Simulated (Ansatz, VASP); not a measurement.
**Hf: VASP beside Ansatz**

The input INCAR:

```
PREC = Accurate
ENCUT = 520
EDIFF = 1E-7
ISMEAR = 0
SIGMA = 0.15
LREAL = F
LASPH = T
NELM = 80
ALGO = Normal
ISIF = 2
LWAVE = F
LCHARG = F
GGA = PS
NBANDS = 11
```

Contents of KPOINTS:

```
regular mesh
0
Gamma
  18 18 18
```

Contents of POSCAR:

```
Hf
1.0
    0.0000000000      2.2200000000      2.3088000000
    2.2200000000      0.0000000000      2.3088000000
    2.2200000000      2.2200000000      0.0000000000
Hf
1
Direct
    0.0000000000      0.0000000000      0.0000000000
```

Input for Ansatz:

```yaml
crystal:
  lattice:
    - [0.0, 2.22, 2.3088]
    - [2.22, 0.0, 2.3088]
    - [2.22, 2.22, 0.0]
  atoms:
    - { symbol: Hf, position: [0.0, 0.0, 0.0] }
basis:
  ecutwfc: 420
kpoints:
  mp_grid: { grid: [18, 18, 18] }
hamiltonian:
  xc: pbesol
scf:
  occupations: { method: gaussian, width: 0.15 }
output:
  forces: true
  stress: true
  eigenvalues: true
```

Change from the starting cell: strain +0.000 along x and y, +0.040 along z, atoms carried along.

Alike in both runs: task single point; functional PBEsol; k mesh 18 × 18 × 18; occupations gaussian, width 0.15 eV; no spin polarisation.

|  | VASP | Ansatz |
| --- | --- | --- |
| version | VASP 6.6.1 | Ansatz 0.2.0 |
| potentials or method | VASP PAW PBE potentials, release 64 (Hf_pv), cutoff 520 eV | scalar-relativistic, plane waves, PAW |
| valence electrons in the cell | 10 | 26 |

```tsv
	VASP	Ansatz	Ansatz less VASP
gap on the k mesh at the Fermi level (eV)	none	none	-
pressure (GPa)	-5.7	-5.3	+0.39
traceless stress, the component that is largest in VASP (GPa)	-1.47	-1.46	+0.013
```

VASP's potentials were made for PBE, not for PBEsol. A gap of «none» marks a metal or a gap that the smearing closes. VASP's potentials hold 10 valence electrons a cell and Ansatz's 26, so a difference there can come from the potentials and not from the codes.

Neither program's run includes spin-orbit coupling.
